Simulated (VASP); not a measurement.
Here is a VASP 6.6.1 calculation.

Contents of INCAR:

```
SYSTEM = Rh
PREC = Accurate ; ENCUT = 600
EDIFF = 1E-6 ; ISMEAR = -1
SIGMA = 0.05 ; LREAL = .FALSE.
LASPH = .TRUE. ; NELM = 80
ALGO = Normal ; ISIF = 3
LWAVE = .FALSE. ; LCHARG = .FALSE.
GGA = PS ; IBRION = 2
NSW = 60 ; EDIFFG = -0.01
PSTRESS = 100.0
```

Contents of KPOINTS:

```
regular mesh
0
G
  11 11 3
  0 0 0
```

File POSCAR:

```
Rh
1.0
    2.6917446234      0.0000000000      0.0000000000
   -1.3458723117      2.3311192244      0.0000000000
    0.0000000000      0.0000000000      8.7980701300
Rh
4
Direct
    0.6666666667      0.3333333333      0.7500000000
    0.0000000000      0.0000000000      0.5000000000
    0.3333333333      0.6666666667      0.2500000000
    0.0000000000      0.0000000000      0.0000000000
```

Potentials or basis: VASP PAW PBE potentials, release 64 (Rh_pv).

The run is started by

```sh
$ cat potpaw_PBE.64/Rh_pv/POTCAR > POTCAR
$ mpirun -np 1 vasp_std > vasp.out
```

**Question.** Estimate the band gap on the k mesh.

**Answer.** Zero (bands 30 and 31 overlap by 1.77 eV).

**Question.** Predict the space group after relaxing (to 0.1 Å).

**Answer.** P6_3/mmc (No. 194).

Final structure:
```xyz
4
Lattice="2.6496 0.0000 0.0000 -1.3248 2.2946 0.0000 0.0000 0.0000 8.6225" Properties=species:S:1:pos:R:3 pbc="T T T"
Rh    1.3248    0.7649    6.4669
Rh    0.0000    0.0000    4.3113
Rh    0.0000    1.5297    2.1556
Rh    0.0000    0.0000    0.0000
```

Caveat: the cell is relaxed towards a set pressure, so the run minimises the enthalpy, not the energy.
